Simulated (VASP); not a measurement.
# BiBrO (P4/nmm) in VASP: notebook, part 2 of 2

VASP 6.6.1.

## (3) Single point, LDA

This run uses another cell than the first one, of 18.18 Å³/atom.

File INCAR:

```
SYSTEM = BiBrO
PREC = Accurate
ENCUT = 520
EDIFF = 1E-6
ISMEAR = 0
SIGMA = 0.05
LREAL = .FALSE.
LASPH = .TRUE.
NELM = 80
ALGO = Normal
ISIF = 2
LWAVE = .FALSE.
LCHARG = .FALSE.
NBANDS = 37
```

File KPOINTS:

```
regular mesh
0
G
  8 8 4
  0 0 0
```

File POSCAR:

```
BiBrO
1.0
    3.6885000000      0.0000000000      0.0000000000
    0.0000000000      3.6885000000      0.0000000000
    0.0000000000      0.0000000000      8.0182000000
Bi Br O
2 2 2
Direct
    0.0000000000      0.5000000000      0.1575579020
    0.5000000000      0.0000000000      0.8424420980
    0.0000000000      0.5000000000      0.6517216503
    0.5000000000      0.0000000000      0.3482783497
    0.0000000000      0.0000000000      0.0000000000
    0.5000000000      0.5000000000      0.0000000000
```

Potentials or basis: VASP PAW LDA potentials, release 64 (Bi_d, Br, O).

The run is started by

```bash
$ cat potpaw_LDA.64/Bi_d/POTCAR potpaw_LDA.64/Br/POTCAR potpaw_LDA.64/O/POTCAR > POTCAR
$ mpirun -np 1 vasp_std > vasp.out
```

It took 83 s on 1 thread of Intel Xeon 6975P-C (Granite Rapids), shared host; peak memory 0.27 GiB.

The run converged. Its results:

| Item | Value |
| --- | --- |
| Free energy | -31.4704 eV |
| Pressure | 12.1 GPa |
| Largest force | 0.790 eV/Å |
| Band gap on the k mesh | 2.24 eV (least direct gap 2.67 eV) |

Forces in eV/Å, atoms in the order of the input:
```
Bi   0.000  0.000  0.790
Bi   0.000  0.000 -0.790
Br   0.000  0.000 -0.363
Br   0.000  0.000  0.363
O    0.000  0.000  0.000
O    0.000  0.000  0.000
```

Stress tensor (GPa, compression positive):
```
14.45  0.00  0.00
 0.00 14.45  0.00
 0.00  0.00  7.43
```

Levels at points of the mesh, in eV from the valence-band top:
| k point | band 24 | band 25 | band 26 | band 27 | band 28 | band 29 | band 30 | band 31 | band 32 | band 33 |
| --- | --- | --- | --- | --- | --- | --- | --- | --- | --- | --- |
| (0.00, 0.00, 0.00) | -1.70 | -1.70 | -1.37 | -1.37 | -0.84 | 2.63 | 3.24 | 4.97 | 4.97 | 6.07 |
| (0.50, 0.00, 0.00) | -1.90 | -1.05 | -1.05 | -0.26 | -0.26 | 4.26 | 4.26 | 4.91 | 4.91 | 5.97 |
| (0.50, 0.50, 0.00) | -2.04 | -1.53 | -1.53 | -1.36 | -1.36 | 2.93 | 2.93 | 4.89 | 4.89 | 6.40 |
| (0.00, 0.00, 0.50) | -1.81 | -1.55 | -1.05 | -1.05 | -0.43 | 2.24 | 2.60 | 4.66 | 4.66 | 6.35 |
| (0.50, 0.00, 0.50) | -1.56 | -1.06 | -1.06 | -0.36 | -0.36 | 4.09 | 4.09 | 4.96 | 4.96 | 5.81 |
| (0.50, 0.50, 0.50) | -2.93 | -1.94 | -1.94 | -1.36 | -1.36 | 3.97 | 3.97 | 5.29 | 5.29 | 5.40 |

Caveat: the cell stands under pressure; spin-orbit coupling is left out, which moves the levels of the heavy elements. A k mesh can miss the band edges.

## (4) Single point, LDA

This run uses another cell than the first one, of 18.20 Å³/atom.

File INCAR:

```
SYSTEM = BiBrO
ALGO     = Normal         ! electronic algorithm
EDIFF    = 1E-6           ! SCF threshold, eV
ENCUT    = 520            ! plane-wave cutoff, eV
ISIF     = 2              ! what is computed and relaxed
ISMEAR   = 0              ! smearing method
LASPH    = .TRUE.         ! aspherical terms in the spheres
LCHARG   = .TRUE.         ! write CHGCAR
LELF     = .TRUE.         ! ELF
LREAL    = .FALSE.        ! projectors in reciprocal space
LVHAR    = .TRUE.       
LWAVE    = .FALSE.        ! write WAVECAR
NBANDS   = 37             ! bands
NELM     = 100            ! most SCF steps
PREC     = Accurate       ! precision mode
SIGMA    = 0.05           ! smearing width, eV
```

File KPOINTS:

```
k-points
0
G
  8 8 4
  0 0 0
```

POSCAR, as its differences from that of step 3:

```diff
@@ -2,5 +2,5 @@
 1.0
-    3.6885000000      0.0000000000      0.0000000000
-    0.0000000000      3.6885000000      0.0000000000
-    0.0000000000      0.0000000000      8.0182000000
+    3.8179000000      0.0000000000      0.0000000000
+    0.0000000000      3.8179000000      0.0000000000
+    0.0000000000      0.0000000000      7.4924000000
 Bi Br O
```

The run is started by

```bash
$ cat potpaw_LDA.64/Bi_d/POTCAR potpaw_LDA.64/Br/POTCAR potpaw_LDA.64/O/POTCAR > POTCAR
$ mpirun -np 1 vasp_std > vasp.out
```

Run time: 72 s. Hardware: 1 thread of Intel Xeon 6975P-C (Granite Rapids), shared host; peak memory 0.27 GiB.

The run converged. Its results:

```yaml
Free_energy: -31.6470 eV
Pressure: 9.9 GPa
Largest_force: 1.382 eV/Å
Band_gap_on_the_k_mesh: 1.89 eV (least direct gap 2.11 eV)
```

Forces on the atoms (eV/Å):
```
Bi   0.000  0.000  1.382
Bi   0.000  0.000 -1.382
Br   0.000  0.000 -0.395
Br   0.000  0.000  0.395
O    0.000  0.000  0.000
O    0.000  0.000  0.000
```

Stress tensor (GPa, compression positive):
```
10.02  0.00  0.00
 0.00 10.02  0.00
 0.00  0.00  9.51
```

Levels at points of the mesh, in eV from the valence-band top:
| k point | band 26 | band 27 | band 28 | band 29 | band 30 | band 31 |
| --- | --- | --- | --- | --- | --- | --- |
| (0.00, 0.00, 0.00) | -1.24 | -1.24 | -1.09 | 2.49 | 3.39 | 5.26 |
| (0.50, 0.00, 0.00) | -0.97 | -0.14 | -0.14 | 4.50 | 4.50 | 4.85 |
| (0.50, 0.50, 0.00) | -1.38 | -0.99 | -0.99 | 3.58 | 3.58 | 5.39 |
| (0.00, 0.00, 0.50) | -0.76 | -0.76 | -0.21 | 1.89 | 2.34 | 5.00 |
| (0.50, 0.00, 0.50) | -1.00 | -0.08 | -0.08 | 4.23 | 4.23 | 4.95 |
| (0.50, 0.50, 0.50) | -1.67 | -1.56 | -1.56 | 4.61 | 4.61 | 5.64 |

Caveat: the cell stands under pressure; spin-orbit coupling is left out, which moves the levels of the heavy elements; forces of over 1 eV/Å act on the atoms, so gaps and moduli don't describe the material at rest. A k mesh can miss the band edges.

## (5) Single point, LDA

This run uses another cell than the first one, of 18.21 Å³/atom.

File INCAR:

```
ALGO = Normal
EDIFF = 1E-6
ENCUT = 520
GGA = CA
ISIF = 2
ISMEAR = 0
LASPH = True
LCHARG = False
LREAL = False
LWAVE = False
NBANDS = 37
NELM = 100
PREC = Accurate
SIGMA = 0.05
```

File KPOINTS:

```
k-points
0
Gamma
  8 8 4
```

POSCAR, as its differences from that of step 4:

```diff
@@ -2,5 +2,5 @@
 1.0
-    3.8179000000      0.0000000000      0.0000000000
-    0.0000000000      3.8179000000      0.0000000000
-    0.0000000000      0.0000000000      7.4924000000
+    3.7532000000      0.0000000000      0.0000000000
+    0.0000000000      3.7532000000      0.0000000000
+    0.0000000000      0.0000000000      7.7553000000
 Bi Br O
```

The run is started by

```bash
$ cat potpaw_LDA.64/Bi_d/POTCAR potpaw_LDA.64/Br/POTCAR potpaw_LDA.64/O/POTCAR > POTCAR
$ mpirun -np 1 vasp_std > vasp.out
```

Run time: 76 s. Hardware: 1 thread of Intel Xeon 6975P-C (Granite Rapids), shared host; peak memory 0.28 GiB.

Results (log left out):

```yaml
Free_energy: -31.6025 eV
Pressure: 10.9 GPa
Largest_force: 1.130 eV/Å
Band_gap_on_the_k_mesh: 2.04 eV (least direct gap 2.38 eV)
```

Forces on the atoms (eV/Å):
```
Bi   0.000  0.000  1.130
Bi   0.000  0.000 -1.130
Br   0.000  0.000 -0.370
Br   0.000  0.000  0.370
O    0.000  0.000  0.000
O    0.000  0.000  0.000
```

Stress tensor (GPa, compression positive):
```
12.08  0.00  0.00
 0.00 12.08  0.00
 0.00  0.00  8.54
```

Levels at points of the mesh, in eV from the valence-band top:
| k point | band 24 | band 25 | band 26 | band 27 | band 28 | band 29 | band 30 | band 31 | band 32 | band 33 |
| --- | --- | --- | --- | --- | --- | --- | --- | --- | --- | --- |
| (0.00, 0.00, 0.00) | -1.67 | -1.64 | -1.33 | -1.33 | -0.99 | 2.52 | 3.26 | 5.09 | 5.09 | 6.08 |
| (0.50, 0.00, 0.00) | -1.65 | -1.04 | -1.04 | -0.20 | -0.20 | 4.37 | 4.37 | 4.85 | 4.85 | 5.77 |
| (0.50, 0.50, 0.00) | -1.74 | -1.50 | -1.50 | -1.29 | -1.29 | 3.25 | 3.25 | 5.12 | 5.12 | 6.72 |
| (0.00, 0.00, 0.50) | -1.89 | -1.34 | -0.93 | -0.93 | -0.34 | 2.04 | 2.43 | 4.80 | 4.80 | 6.40 |
| (0.50, 0.00, 0.50) | -1.35 | -1.05 | -1.05 | -0.22 | -0.22 | 4.15 | 4.15 | 4.93 | 4.93 | 5.54 |
| (0.50, 0.50, 0.50) | -2.74 | -1.82 | -1.82 | -1.50 | -1.50 | 4.31 | 4.31 | 5.54 | 5.54 | 5.67 |

Caveat: the cell stands under pressure; spin-orbit coupling is left out, which moves the levels of the heavy elements; forces of over 1 eV/Å act on the atoms, so gaps and moduli don't describe the material at rest. A k mesh can miss the band edges.

## (6) Single point, LDA

This run uses another cell than the first one, of 18.52 Å³/atom.

File INCAR:

```
PREC = Accurate
ENCUT = 520
EDIFF = 1E-6
ISMEAR = 0
SIGMA = 0.05
LREAL = F
LASPH = T
NELM = 100
ALGO = Normal
ISIF = 2
LWAVE = F
LCHARG = F
GGA = CA
NBANDS = 37
```

File KPOINTS:

```
regular mesh
0
Gamma
  8 8 4
```

POSCAR, as its differences from that of step 5:

```diff
@@ -2,5 +2,5 @@
 1.0
-    3.7532000000      0.0000000000      0.0000000000
-    0.0000000000      3.7532000000      0.0000000000
-    0.0000000000      0.0000000000      7.7553000000
+    3.8179000000      0.0000000000      0.0000000000
+    0.0000000000      3.8179000000      0.0000000000
+    0.0000000000      0.0000000000      7.6239000000
 Bi Br O
```

Potentials or basis: VASP PAW LDA potentials, release 64 (Bi_d, Br, O).

The run is started by

```bash
$ cat potpaw_LDA.64/Bi_d/POTCAR potpaw_LDA.64/Br/POTCAR potpaw_LDA.64/O/POTCAR > POTCAR
$ mpirun -np 1 vasp_std > vasp.out
```

It took 76 s on 1 thread of Intel Xeon 6975P-C (Granite Rapids), shared host; peak memory 0.28 GiB.

The run converged. Its results:

* Free energy: -31.7482 eV
* Pressure: 7.8 GPa
* Largest force: 1.056 eV/Å
* Band gap on the k mesh: 1.95 eV (least direct gap 2.19 eV)

Forces in eV/Å, atoms in the order of the input:
```
Bi   0.000  0.000  1.056
Bi   0.000  0.000 -1.056
Br   0.000  0.000 -0.306
Br   0.000  0.000  0.306
O    0.000  0.000  0.000
O    0.000  0.000  0.000
```

Stress tensor (GPa, compression positive):
```
8.14 0.00 0.00
0.00 8.14 0.00
0.00 0.00 7.21
```

Levels at points of the mesh, in eV from the valence-band top:
| k point | band 24 | band 25 | band 26 | band 27 | band 28 | band 29 | band 30 | band 31 | band 32 | band 33 |
| --- | --- | --- | --- | --- | --- | --- | --- | --- | --- | --- |
| (0.00, 0.00, 0.00) | -1.54 | -1.41 | -1.20 | -1.20 | -1.02 | 2.46 | 3.32 | 5.16 | 5.16 | 6.20 |
| (0.50, 0.00, 0.00) | -1.37 | -0.94 | -0.94 | -0.16 | -0.16 | 4.43 | 4.43 | 4.83 | 4.83 | 5.61 |
| (0.50, 0.50, 0.00) | -1.46 | -1.43 | -1.43 | -1.04 | -1.04 | 3.46 | 3.46 | 5.26 | 5.26 | 6.84 |
| (0.00, 0.00, 0.50) | -1.81 | -1.07 | -0.77 | -0.77 | -0.24 | 1.95 | 2.36 | 4.90 | 4.90 | 6.55 |
| (0.50, 0.00, 0.50) | -1.14 | -0.96 | -0.96 | -0.12 | -0.12 | 4.18 | 4.18 | 4.92 | 4.92 | 5.34 |
| (0.50, 0.50, 0.50) | -2.47 | -1.63 | -1.63 | -1.46 | -1.46 | 4.45 | 4.45 | 5.56 | 5.56 | 5.93 |

Caveat: the cell stands under pressure; spin-orbit coupling is left out, which moves the levels of the heavy elements; forces of over 1 eV/Å act on the atoms, so gaps and moduli don't describe the material at rest.

## (7) The runs side by side

```tsv
cell	gap on the mesh (eV)	pressure (GPa)	largest force (eV/Å)
a = 3.753, b = 3.753, c = 7.624 Å, 6 atoms	1.97	13.1	1.49
a = 3.688, b = 3.688, c = 8.018 Å, 6 atoms	2.24	12.1	0.79
a = 3.818, b = 3.818, c = 7.492 Å, 6 atoms	1.89	9.9	1.38
a = 3.753, b = 3.753, c = 7.755 Å, 6 atoms	2.04	10.9	1.13
a = 3.818, b = 3.818, c = 7.624 Å, 6 atoms	1.95	7.8	1.06
```

Alike in all rows: task single point; level LDA; potentials or basis VASP PAW LDA potentials, release 64 (Bi_d, Br, O); no spin polarisation; k mesh 8 × 8 × 4; cutoff (eV) 520; smearing gaussian 0.05 eV.

Caveats: the cell stands under pressure; spin-orbit coupling is left out, which moves the levels of the heavy elements; forces of over 1 eV/Å act on the atoms, so gaps and moduli don't describe the material at rest (at least some runs).

Total energies depend on the potentials used, so only differences within one code and one set of settings carry meaning.
